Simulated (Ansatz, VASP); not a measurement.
**Os in VASP and in Ansatz**

```
Os
1.0
     2.78878    0.00000    0.00000
    -1.39439    2.41516    0.00000
     0.00000    0.00000    4.31970
Os
2
Direct
  0.33333 0.66667 0.25000
  0.66667 0.33333 0.75000
```

Change from the starting cell: equal xx and yy strain of +2 %.

Alike in both runs: task single point; functional PBEsol; k mesh 17 × 17 × 10; occupations fermi-dirac, width 0.08 eV; no spin polarisation.

```csv
,VASP,Ansatz
version,VASP 6.6.1,Ansatz 0.2.0
potentials or method,"VASP PAW PBE potentials, release 64 (Os), cutoff 520 eV","all-electron LAPW, scalar-relativistic"
```

VASP gave:

- pressure (GPa): -17.3
- traceless stress, the component that is largest in VASP (GPa): 5.69

Problem. Which values does Ansatz return?

Solution. Pressure (GPa): -17.3; traceless stress, the component that is largest in VASP (GPa): 5.79.

VASP's potentials were made for PBE, not for PBEsol. Ansatz ran all-electron here, and VASP with PAW potentials.

Spin-orbit coupling is off throughout.
